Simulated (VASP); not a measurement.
# CaSe (I4/mmm) in VASP: further runs

CaSe is run at these levels: PBE, r2SCAN; tasks: single point.

Everything below comes from runs of VASP 6.6.1. Logs are shortened: lines on timing, memory, paths and dates and some standing lists are left out, and cuts for length are marked.

**1. The cell of the first run**

Symmetry: I4/mmm, No. 139, tetragonal system. Conventional cell: a = 4.411 Å, b = 4.411 Å, c = 5.836 Å, α = 90.00°, β = 90.00°, γ = 90.00°. Ca (site symmetry 4/mmm) has 6 Se at 2.92 to 3.12 Å within 3.8 Å. Within 3.8 Å of Se (site symmetry 4/mmm) lie 6 Ca at 2.92 to 3.12 Å.

**2. Single point, PBE (epitaxial xy strain +5.1%)**

The input, INCAR:

```
SYSTEM = CaSe
PREC = Accurate
ENCUT = 520
EDIFF = 1E-7
ISMEAR = -1
SIGMA = 0.02
LREAL = .False.
LASPH = .True.
NELM = 100
ALGO = Normal
ISIF = 2
LWAVE = .False.
LCHARG = .False.
GGA = PE
NBANDS = 15
```

The input, KPOINTS:

```
regular mesh
0
Gamma
  8 8 8
  0 0 0
```

The input, POSCAR:

```
CaSe
1.0
    0.0000000000      3.1191761512      2.9182197445
    3.1191761512      0.0000000000      2.9182197445
    3.1191761512      3.1191761512      0.0000000000
Ca Se
1 1
Direct
    0.0000000000      0.0000000000      0.0000000000
    0.5000000000      0.5000000000      0.5000000000
```

Potentials or basis: VASP PAW PBE potentials, release 64 (Ca_sv, Se).

Started as:

```sh
> cat potpaw_PBE.64/Ca_sv/POTCAR potpaw_PBE.64/Se/POTCAR > POTCAR
> mpirun -np 1 vasp_std > vasp.out
```

OUTCAR:

```text
SYSTEM = CaSe
   PREC = Accurate
   ENCUT = 520
   EDIFF = 1E-7
   ISMEAR = -1
   LREAL = .False.
   LASPH = .True.
   NELM = 100
   ISIF = 2
   GGA = PE

 ion  position               nearest neighbor table
   1  0.000  0.000  0.000-   2 2.92   2 2.92
   2  0.500  0.500  0.500-   1 2.92   1 2.92

  LATTYP: Found a body centered tetragonal cell.
 ALAT       =     4.4111812165
 C/A-ratio  =     1.3231012744

  Lattice vectors:

 A1 = (   0.0000000000,  -3.1191761512,  -2.9182197445)
 A2 = (   0.0000000000,   3.1191761512,  -2.9182197445)
 A3 = (   3.1191761512,   0.0000000000,   2.9182197445)

Analysis of symmetry for initial positions (statically):
=====================================================================
 Subroutine PRICEL returns:
 Original cell was already a primitive cell.

 Routine SETGRP: Setting up the symmetry group for a
 body centered tetragonal supercell.

 Subroutine GETGRP returns: Found 16 space group operations
 (whereof 16 operations were pure point group operations)
 out of a pool of 16 trial point group operations.

The static configuration has the point symmetry D_4h.

Analysis of symmetry for dynamics (positions and initial velocities):
=====================================================================
 Subroutine PRICEL returns:
 Original cell was already a primitive cell.

 Routine SETGRP: Setting up the symmetry group for a
 body centered tetragonal supercell.

 Subroutine GETGRP returns: Found 16 space group operations
 (whereof 16 operations were pure point group operations)
 out of a pool of 16 trial point group operations.

The dynamic configuration has the point symmetry D_4h.

 Subroutine INISYM returns: Found 16 space group operations
 (whereof 16 operations are pure point group operations),
 and found     1 'primitive' translations

----------------------------------------------------------------------------------------

                                     Primitive cell

  volume of cell :      56.7842

  direct lattice vectors                    reciprocal lattice vectors
     0.000000000  3.119176151  2.918219744    -0.160298738  0.160298738  0.171337337
     3.119176151  0.000000000  2.918219744     0.160298738 -0.160298738  0.171337337
     3.119176151  3.119176151  0.000000000     0.160298738  0.160298738 -0.171337337

  length of vectors
     4.271447804  4.271447804  4.411181216     0.284161668  0.284161668  0.284161668

  position of ions in fractional coordinates (direct lattice)
     0.000000000  0.000000000  0.000000000
     0.500000000  0.500000000  0.500000000

  ion indices of the primitive-cell ions
   primitive index   ion index
                 1           1
                 2           2

----------------------------------------------------------------------------------------

 KPOINTS: regular mesh

Automatic generation of k-mesh.
 Grid dimensions read from file:
 generate k-points for:    8    8    8

 Generating k-lattice:

  Cartesian coordinates                     Fractional coordinates (reciprocal lattice)
    -0.020037342  0.020037342  0.021417167     0.125000000  0.000000000  0.000000000
     0.020037342 -0.020037342  0.021417167     0.000000000  0.125000000  0.000000000
     0.020037342  0.020037342 -0.021417167     0.000000000  0.000000000  0.125000000

  Length of vectors
     0.035520209  0.035520209  0.035520209

  Shift w.r.t. Gamma in fractional coordinates (k-lattice)
     0.000000000  0.000000000  0.000000000

 Subroutine IBZKPT returns following result:
 ===========================================

 Found     59 irreducible k-points:

 Following reciprocal coordinates:
            Coordinates               Weight
  0.000000  0.000000  0.000000      1.000000
  0.125000 -0.000000  0.000000      8.000000
  0.250000 -0.000000  0.000000      8.000000
  0.375000  0.000000  0.000000      8.000000
  0.500000 -0.000000  0.000000      4.000000
  0.125000  0.125000  0.000000      2.000000
[... 16 lines left out ...]
  0.250000 -0.000000  0.125000     16.000000
  0.375000  0.000000  0.125000     16.000000
 [... further k-points ...]
   k-points           NKPTS =     59   k-points in BZ     NKDIM =     59   number of bands    NBANDS=     15
   number of dos      NEDOS =    301   number of ions     NIONS =      2
   total plane-waves  NPLWV =  36864
   dimension x,y,z NGX =    32 NGY =   32 NGZ =   36
   dimension x,y,z NGXF=    64 NGYF=   64 NGZF=   72
   ions per type =               1   1
   NGX,Y,Z   is equivalent  to a cutoff of  12.45, 12.45, 13.57 a.u.
   NGXF,Y,Z  is equivalent  to a cutoff of  24.91, 24.91, 27.13 a.u.
 SYSTEM =  CaSe
   PREC   = accura    normal or accurate (medium, high low for compatibility)
   ISTART =      0    job   : 0-new  1-cont  2-samecut
   ICHARG =      2    charge: 1-file 2-atom 10-const
   ISPIN  =      1    spin polarized calculation?
   LNONCOLLINEAR =      F non collinear calculations
   LSORBIT =      F    spin-orbit coupling
   LASPH  =      T    aspherical Exc in radial PAW
   ENCUT  =  520.0 eV  38.22 Ry    6.18 a.u.   7.94  7.94  8.20*2*pi/ulx,y,z
   NELM   =    100;   NELMIN=  2; NELMDL= -5     # of ELM steps
   EDIFF  = 0.1E-06   stopping-criterion for ELM
   LREAL  =      F    real-space projection
   EDIFFG = 0.1E-05   stopping-criterion for IOM
   NSW    =      0    number of steps for IOM
   IBRION =     -1    ionic relax: 0-MD 1-quasi-New 2-CG
   NFREE  =      0    steps in history (QN), initial steepest desc. (CG)
   ISIF   =      2    stress and relaxation
   ISYM   =      2    0-nonsym 1-usesym 2-fastsym
   POTIM  = 0.5000    time-step for ionic-motion
   TEBEG  =    0.0;   TEEND  =   0.0 temperature during run
   PSTRESS=    0.0 pullay stress
   NELECT =      16.0000    total number of electrons
   NUPDOWN=      -1.0000    fix difference up-down
   EMIN   =  10.00;   EMAX   =-10.00  energy-range for DOS
   EFERMI =   0.00;   METHOD = LEGACY
   ISMEAR =    -1;   SIGMA  =   0.02  broadening in eV -4-tet -1-fermi 0-gaus
   EFERMI_NEDOS =   21; number of points for ismear=-14 and -15
   IALGO  =     38    algorithm
   IMIX   =      4    mixing-type and parameters
     AMIX     =   0.40;   BMIX     =  1.00
     AMIX_MAG =   1.60;   BMIX_MAG =  1.00
  volume/ion in A,a.u.               =      28.39       191.60
  Fermi-wavevector in a.u.,A,eV,Ry     =   1.073262  2.028170 15.672419  1.151890
  Thomas-Fermi vector in A             =   2.209056
   LORBIT       =      0    0 simple, 1 ext, 2 COOP (PROOUT), +10 PAW based schemes
   GGA     = PE    functional components
   LHFCALC =     F    Hartree Fock is set to
   AEXX    =    0.0000 exact exchange contribution
   IVDW    =     0    specifies the selected vdW correction
   LEPSILON=     F    determine dielectric tensor
   LRPA    =     F    only Hartree local field effects (RPA)
 non-spin polarized calculation
  energy-cutoff  :      520.00
  volume of cell :       56.78
 maximum number of plane-waves:      1554
   NGX = 15   NGY = 15   NGZ = 17

 number of electron      16.0000002 magnetization

 Free energy of the ion-electron system (eV)
  ---------------------------------------------------
  ext. energy  EPLUGINS =         0.00000000
  ---------------------------------------------------
  free energy    TOTEN  =        -9.41781201 eV

  energy without entropy =       -9.41781201  energy(sigma->0) =       -9.41781201

 E-fermi :   2.2881     XC(G=0):  -8.7628

 val. band max:        1.8398141942   @ k =   0.0000   0.0000   0.0000
 cond. band min:       4.0323373799   @ k =   0.5000   0.5000   0.0000
 fundamental gap:      2.1925231857
 Fermi energy:         2.2880826066

 k-point     1 :       0.0000    0.0000    0.0000
  band No.  band energies     occupation
      1     -38.1879      2.00000
      2     -19.1768      2.00000
      3     -19.1768      2.00000
      4     -19.1521      2.00000
      5      -9.6728      2.00000
      6       1.8259      2.00000
      7       1.8398      2.00000
      8       1.8398      2.00000
      9       4.6096      0.00000
     10       5.4341      0.00000
     11       5.4341      0.00000
     12       5.8180      0.00000
     13       5.9335      0.00000
     14       6.2676      0.00000
     15      11.4356      0.00000

 k-point     2 :       0.1250   -0.0000    0.0000
  band No.  band energies     occupation
      1     -38.1873      2.00000
      2     -19.1842      2.00000
      3     -19.1782      2.00000
      4     -19.1560      2.00000
      5      -9.5987      2.00000
      6       1.1314      2.00000
      7       1.6335      2.00000
      8       1.6354      2.00000
      9       5.1382      0.00000
     10       5.6435      0.00000
     11       5.7067      0.00000
     12       5.9652      0.00000
     13       6.2660      0.00000
     14       6.6729      0.00000
     15      11.4241      0.00000

 k-point     3 :       0.2500   -0.0000    0.0000
  band No.  band energies     occupation
      1     -38.1859      2.00000
      2     -19.2071      2.00000
      3     -19.1815      2.00000
      4     -19.1603      2.00000
      5      -9.4116      2.00000
      6       0.0177      2.00000
      7       1.2366      2.00000
      8       1.2418      2.00000
      9       5.4411      0.00000
     10       6.1384      0.00000
     11       6.2639      0.00000
     12       6.8755      0.00000
     13       7.1018      0.00000
     14       7.6525      0.00000
     15      10.6718      0.00000
[... 343 lines left out ...]
 k-point    23 :       0.2500   -0.0000    0.1250
  band No.  band energies     occupation
      1     -38.1860      2.00000
      2     -19.2011      2.00000
      3     -19.1818      2.00000
      4     -19.1606      2.00000
      5      -9.4579      2.00000
      6       0.2364      2.00000
      7       1.2835      2.00000
      8       1.3992      2.00000
      9       5.1703      0.00000
     10       5.9032      0.00000
     11       6.2903      0.00000
     12       6.6526      0.00000
     13       6.8752      0.00000
     14       7.7855      0.00000
     15      10.7581      0.00000

 k-point    24 :       0.3750    0.0000    0.1250
  band No.  band energies     occupation
      1     -38.1846      2.00000
      2     -19.2226      2.00000
      3     -19.1860      2.00000
      4     -19.1647      2.00000
      5      -9.2708      2.00000
      6      -0.5025      2.00000
      7       0.8501      2.00000
      8       1.0578      2.00000
      9       5.4857      0.00000
     10       6.6471      0.00000
     11       6.8441      0.00000
     12       7.1836      0.00000
     13       7.6931      0.00000
     14       8.5049      0.00000
     15       9.6549      0.00000

 [... further k-points ...]
[... 5 lines left out ...]
  --------------------------------------------------------------------------------------
  -------------------------------------------------------------------------------------
  Total       -1.3798306     -1.3798306      0.2343893      0.0000000     -0.0000000      0.0000000
  in kB      -38.9321666    -38.9321666      6.6133357      0.0000000     -0.0000000      0.0000000
  external PRESSURE =     -23.7503325 kB  Pullay stress =       0.0000000 kB

 VOLUME and BASIS-vectors are now :
 -----------------------------------------------------------------------------
  energy-cutoff  :      520.00
  volume of cell :       56.78
      direct lattice vectors                 reciprocal lattice vectors
     0.000000000  3.119176151  2.918219744    -0.160298738  0.160298738  0.171337337
     3.119176151  0.000000000  2.918219744     0.160298738 -0.160298738  0.171337337
     3.119176151  3.119176151  0.000000000     0.160298738  0.160298738 -0.171337337

 POSITION                                       TOTAL-FORCE (eV/Angst)
 -----------------------------------------------------------------------------------
      0.00000      0.00000      0.00000        -0.000000      0.000000     -0.000000
      3.11918      3.11918      2.91822         0.000000     -0.000000      0.000000
 -----------------------------------------------------------------------------------
    total drift:                                0.000000     -0.000000     -0.000000

  FREE ENERGIE OF THE ION-ELECTRON SYSTEM (eV)
  ---------------------------------------------------
  free  energy   TOTEN  =        -9.4178120147 eV

  energy  without entropy=       -9.4178120147  energy(sigma->0) =       -9.41781201
```

Run time: 18 s. Hardware: 1 thread of Intel Xeon 6975P-C (Granite Rapids), shared host; peak memory 0.21 GiB.

Results:

```yaml
Free_energy: -9.4178 eV
Pressure: -2.4 GPa
Band_gap_on_the_k_mesh: 2.19 eV, indirect (least direct gap 2.77 eV)
```

Stress tensor (GPa, compression positive):
```
-3.89  0.00  0.00
 0.00 -3.89  0.00
 0.00  0.00  0.66
```

Caveat: the cell differs from its parent crystal (epitaxial xy strain +5.1%).

**3. Single point, r2SCAN (epitaxial xy strain +5.1%)**

POSCAR is that of step 2.

The input, INCAR.step1:

```
ALGO     = Normal         # electronic algorithm
EDIFF    = 1E-4           # SCF threshold, eV
ENCUT    = 520            # plane-wave cutoff, eV
GGA      = PE             # functional
ISMEAR   = 0              # smearing method
LASPH    = T              # aspherical terms in the spheres
LCHARG   = F              # write CHGCAR
LREAL    = F              # projectors in reciprocal space
LWAVE    = T              # write WAVECAR
NBANDS   = 15             # bands
NELM     = 80             # most SCF steps
PREC     = Accurate       # precision mode
SIGMA    = 0.01           # smearing width, eV
```

The input, INCAR.step2:

```
ALGO     = Normal         # electronic algorithm
EDIFF    = 1E-6           # SCF threshold, eV
ENCUT    = 520            # plane-wave cutoff, eV
ISIF     = 2              # what is computed and relaxed
ISMEAR   = 0              # smearing method
ISTART   = 1            
LASPH    = T              # aspherical terms in the spheres
LCHARG   = F              # write CHGCAR
LMIXTAU  = T            
LREAL    = F              # projectors in reciprocal space
LWAVE    = F              # write WAVECAR
METAGGA  = R2SCAN         # meta-GGA
NBANDS   = 15             # bands
NELM     = 80             # most SCF steps
PREC     = Accurate       # precision mode
SIGMA    = 0.01           # smearing width, eV
```

The input, KPOINTS:

```
k-points
0
Gamma
  8 8 8
```

Potentials or basis: VASP PAW PBE potentials, release 64 (Ca_sv, Se).

Started as:

```sh
> cat potpaw_PBE.64/Ca_sv/POTCAR potpaw_PBE.64/Se/POTCAR > POTCAR
> cp INCAR.step1 INCAR
> mpirun -np 1 vasp_std > vasp.out
> cp INCAR.step2 INCAR
> mpirun -np 1 vasp_std > vasp.out
```

It took 68 s on 1 thread of Intel Xeon 6975P-C (Granite Rapids), shared host; peak memory 0.22 GiB.

It converged, with:

```yaml
Free_energy: -25.8940 eV
Pressure: -3.0 GPa
Band_gap_on_the_k_mesh: 2.66 eV, indirect (least direct gap 3.41 eV)
```

Stress tensor (GPa, compression positive):
```
-4.64  0.00  0.00
 0.00 -4.64  0.00
 0.00  0.00  0.29
```

Levels at points of the mesh, in eV from the valence-band top:
```csv
k point,band 6,band 7,band 8,band 9,band 10,band 11
"(0.00, 0.00, 0.00)",-0.01,0.00,0.00,3.49,4.12,4.12
"(0.50, 0.00, 0.00)",-2.95,-1.03,-1.02,4.92,5.76,5.90
"(0.50, 0.50, 0.00)",-2.19,-1.00,-1.00,2.66,5.37,5.55
"(0.50, 0.00, 0.50)",-2.36,-0.87,-0.70,2.71,5.17,5.68
```

Caveat: the cell differs from its parent crystal (epitaxial xy strain +5.1%); the PAW data sets were made with another functional, which shifts forces and pressure a little. A k mesh can miss the band edges.
